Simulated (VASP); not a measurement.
# HgTe (F-43m) in VASP: further runs

The runs below take HgTe through single point, with PBE.

Everything below comes from runs of VASP 6.6.1. Logs are shortened: lines on timing, memory, paths and dates and some standing lists are left out, and cuts for length are marked.

**1. The cell of the first run**

It takes space group F-43m (No. 216, cubic). The conventional cell has a = 6.516 Å, b = 6.516 Å, c = 6.516 Å, α = 90.00°, β = 90.00°, γ = 90.00°. Within 3.7 Å of Hg (site symmetry -43m) lie 4 Te at 2.82 Å. Te (site symmetry -43m) has 4 Hg at 2.82 Å within 3.7 Å.

**2. Single point, PBE (volume changed by -6%)**

INCAR

```
PREC = Accurate
ENCUT = 520
EDIFF = 1E-7
ISMEAR = -1
SIGMA = 0.02
LREAL = F
LASPH = T
NELM = 60
ALGO = Normal
ISIF = 2
LWAVE = F
LCHARG = F
GGA = PE
NBANDS = 16
```

KPOINTS

```
Automatic mesh
0
Gamma
  6 6 6
```

POSCAR

```
HgTe
1.0
    0.0000000000      3.2581138833      3.2581138833
    3.2581138833      0.0000000000      3.2581138833
    3.2581138833      3.2581138833      0.0000000000
Hg Te
1 1
Direct
    0.0000000000      0.0000000000      0.0000000000
    0.2500000000      0.2500000000      0.2500000000
```

Potentials or basis: VASP PAW PBE potentials, release 64 (Hg, Te).

Launch:

```console
cat potpaw_PBE.64/Hg/POTCAR potpaw_PBE.64/Te/POTCAR > POTCAR
mpirun -np 1 vasp_std > vasp.out
```

OUTCAR:

```text
PREC = Accurate
   ENCUT = 520
   EDIFF = 1E-7
   ISMEAR = -1
   LREAL = F
   LASPH = T
   NELM = 60
   ISIF = 2
   GGA = PE

 ion  position               nearest neighbor table
   1  0.000  0.000  0.000-   2 2.82   2 2.82   2 2.82   2 2.82
   2  0.250  0.250  0.250-   1 2.82   1 2.82   1 2.82   1 2.82

  LATTYP: Found a face centered cubic cell.
 ALAT       =     6.5162277666

  Lattice vectors:

 A1 = (   0.0000000000,   3.2581138833,   3.2581138833)
 A2 = (   3.2581138833,   0.0000000000,   3.2581138833)
 A3 = (   3.2581138833,   3.2581138833,   0.0000000000)

Analysis of symmetry for initial positions (statically):
=====================================================================
 Subroutine PRICEL returns:
 Original cell was already a primitive cell.

 Routine SETGRP: Setting up the symmetry group for a
 face centered cubic supercell.

 Subroutine GETGRP returns: Found 24 space group operations
 (whereof 24 operations were pure point group operations)
 out of a pool of 48 trial point group operations.

The static configuration has the point symmetry T_d .

Analysis of symmetry for dynamics (positions and initial velocities):
=====================================================================
 Subroutine PRICEL returns:
 Original cell was already a primitive cell.

 Routine SETGRP: Setting up the symmetry group for a
 face centered cubic supercell.

 Subroutine GETGRP returns: Found 24 space group operations
 (whereof 24 operations were pure point group operations)
 out of a pool of 48 trial point group operations.

The dynamic configuration has the point symmetry T_d .

 Subroutine INISYM returns: Found 24 space group operations
 (whereof 24 operations are pure point group operations),
 and found     1 'primitive' translations

----------------------------------------------------------------------------------------

                                     Primitive cell

  volume of cell :      69.1718

  direct lattice vectors                    reciprocal lattice vectors
     0.000000000  3.258113883  3.258113883    -0.153463021  0.153463021  0.153463021
     3.258113883  0.000000000  3.258113883     0.153463021 -0.153463021  0.153463021
     3.258113883  3.258113883  0.000000000     0.153463021  0.153463021 -0.153463021

  length of vectors
     4.607668842  4.607668842  4.607668842     0.265805750  0.265805750  0.265805750

[... 68 lines left out ...]
   LASPH  =      T    aspherical Exc in radial PAW
   ENCUT  =  520.0 eV  38.22 Ry    6.18 a.u.   8.57  8.57  8.57*2*pi/ulx,y,z
   NELM   =     60;   NELMIN=  2; NELMDL= -5     # of ELM steps
   EDIFF  = 0.1E-06   stopping-criterion for ELM
   LREAL  =      F    real-space projection
   EDIFFG = 0.1E-05   stopping-criterion for IOM
   NSW    =      0    number of steps for IOM
   IBRION =     -1    ionic relax: 0-MD 1-quasi-New 2-CG
   NFREE  =      0    steps in history (QN), initial steepest desc. (CG)
   ISIF   =      2    stress and relaxation
   ISYM   =      2    0-nonsym 1-usesym 2-fastsym
   POTIM  = 0.5000    time-step for ionic-motion
   TEBEG  =    0.0;   TEEND  =   0.0 temperature during run
   PSTRESS=    0.0 pullay stress
   NELECT =      18.0000    total number of electrons
   NUPDOWN=      -1.0000    fix difference up-down
   EMIN   =  10.00;   EMAX   =-10.00  energy-range for DOS
   EFERMI =   0.00;   METHOD = LEGACY
   ISMEAR =    -1;   SIGMA  =   0.02  broadening in eV -4-tet -1-fermi 0-gaus
   EFERMI_NEDOS =   21; number of points for ismear=-14 and -15
   IALGO  =     38    algorithm
   IMIX   =      4    mixing-type and parameters
     AMIX     =   0.40;   BMIX     =  1.00
     AMIX_MAG =   1.60;   BMIX_MAG =  1.00
  volume/ion in A,a.u.               =      34.59       233.40
  Fermi-wavevector in a.u.,A,eV,Ry     =   1.045176  1.975096 14.862906  1.092393
  Thomas-Fermi vector in A             =   2.179960
   LORBIT       =      0    0 simple, 1 ext, 2 COOP (PROOUT), +10 PAW based schemes
   GGA     = PE    functional components
   LHFCALC =     F    Hartree Fock is set to
   AEXX    =    0.0000 exact exchange contribution
   IVDW    =     0    specifies the selected vdW correction
   LEPSILON=     F    determine dielectric tensor
   LRPA    =     F    only Hartree local field effects (RPA)
 non-spin polarized calculation
  energy-cutoff  :      520.00
  volume of cell :       69.17
 maximum number of plane-waves:      1892
 NGX is ok and might be reduce to    36
   NGX = 17   NGY = 17   NGZ = 17

 number of electron      18.0000002 magnetization

 Free energy of the ion-electron system (eV)
  ---------------------------------------------------
  ext. energy  EPLUGINS =         0.00000000
  ---------------------------------------------------
  free energy    TOTEN  =        -3.60597383 eV

  energy without entropy =       -3.60562019  energy(sigma->0) =       -3.60579701

 E-fermi :   2.8628     XC(G=0):  -8.6307

 val. band max:        2.8489538417   @ k =   0.0000   0.0000   0.0000
 cond. band min:       3.5519526152   @ k =   0.5000   0.0000   0.0000
 fundamental gap:      0.7029987735
 Fermi energy:         2.8628170318

 k-point     1 :       0.0000    0.0000    0.0000
  band No.  band energies     occupation
      1      -8.9658      2.00000
      2      -4.3710      2.00000
      3      -4.3710      2.00000
      4      -4.3710      2.00000
      5      -3.8707      2.00000
      6      -3.8707      2.00000
[... 281 lines left out ...]
      3      -4.1024      2.00000
      4      -3.9819      2.00000
      5      -3.8537      2.00000
      6      -3.3275      2.00000
[... 8 lines left out ...]
     15      13.6549      0.00000
     16      13.9249      0.00000

------------------------ aborting loop because EDIFF is reached ----------------------------------------

  FORCE on cell =-STRESS in cart. coord.  units (eV):
  Direction    XX          YY          ZZ          XY          YZ          ZX
  --------------------------------------------------------------------------------------
  -------------------------------------------------------------------------------------
  Total        1.1173876      1.1173876      1.1173876     -0.0000000      0.0000000      0.0000000
  in kB       25.8812742     25.8812742     25.8812742     -0.0000000      0.0000000      0.0000000
  external PRESSURE =      25.8812742 kB  Pullay stress =       0.0000000 kB

 VOLUME and BASIS-vectors are now :
 -----------------------------------------------------------------------------
  energy-cutoff  :      520.00
  volume of cell :       69.17
      direct lattice vectors                 reciprocal lattice vectors
     0.000000000  3.258113883  3.258113883    -0.153463021  0.153463021  0.153463021
     3.258113883  0.000000000  3.258113883     0.153463021 -0.153463021  0.153463021
     3.258113883  3.258113883  0.000000000     0.153463021  0.153463021 -0.153463021

 POSITION                                       TOTAL-FORCE (eV/Angst)
 -----------------------------------------------------------------------------------
      0.00000      0.00000      0.00000        -0.000000      0.000000      0.000000
      1.62906      1.62906      1.62906         0.000000     -0.000000     -0.000000
 -----------------------------------------------------------------------------------
    total drift:                               -0.000000     -0.000000     -0.000000

  FREE ENERGIE OF THE ION-ELECTRON SYSTEM (eV)
  ---------------------------------------------------
  free  energy   TOTEN  =        -3.6059738278 eV

  energy  without entropy=       -3.6056201852  energy(sigma->0) =       -3.60579701
```

It took 32 s on 1 thread of Intel Xeon Platinum 8488C (Sapphire Rapids), shared host; peak memory 0.2 GiB.

What came out:

```
Free energy            : -3.6060 eV
Pressure               : 2.6 GPa
Band gap on the k mesh : zero (filled and empty bands touch)
```

Caveat: spin-orbit coupling is left out, which moves the levels of the heavy elements.

[end of part 1 of 2]
